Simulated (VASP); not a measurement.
**Lu: relaxation of shape and atoms at fixed volume with PBE**

Crystal: Lu.

```xyz
4
Lattice="2.5594 0.0000 0.0000 -1.2797 2.2165 0.0000 0.0000 0.0000 8.2027" Properties=species:S:1:pos:R:3 pbc="T T T"
Lu    0.0000    0.0000    0.0000
Lu    0.0000    0.0000    4.1014
Lu    0.0000    1.4777    2.0507
Lu    1.2797    0.7388    6.1521
```

```json
{
  "Program": "VASP 6.6.1",
  "Task": "relaxation of shape and atoms at fixed volume",
  "Functional": "PBE",
  "Potentials or basis": "VASP PAW PBE potentials, release 64 (Lu)",
  "Cutoff": "600 eV",
  "k mesh": "10 × 10 × 3",
  "Occupations": "fermi-dirac, width 0.1 eV",
  "Spin": "no spin polarisation",
  "Dipole correction": "no",
  "Further INCAR settings": "ALGO = Normal; EDIFF = 1e-07; IBRION = 2; EDIFFG = -0.005; NSW = 50; ISIF = 4"
}
```

```json
{"Energy gained by relaxing": "0.0 meV/atom", "Ionic steps": "3", "Pressure after relaxing": "208.8 GPa", "Band gap on the k mesh": "zero (bands 50 and 51 overlap by 2.42 eV)"}
```

Final structure:
```
Lu
1.0
     2.55891    0.00000    0.00000
    -1.27946    2.21608    0.00000
     0.00000    0.00000    8.20592
Lu
4
Direct
  0.00000 0.00000 0.00000
  0.00000 0.00000 0.50000
  0.33333 0.66667 0.25000
  0.66667 0.33333 0.75000
```

Levels at points of the mesh, in eV from the Fermi level:
```
           k point  band 48  band 49  band 50  band 51  band 52  band 53
(0.00, 0.00, 0.00)    -3.75     1.47     1.47     1.72     1.72     2.42
(0.50, 0.00, 0.00)    -3.24    -2.45    -1.19    -0.72     1.21     1.30
```

Run time: 7.9 min on 1 thread of Oxide Virtual Turin-like Processor (shared host), peak memory 0.19 GiB.

Caveat: spin-orbit coupling is left out, which moves the levels of the heavy elements.
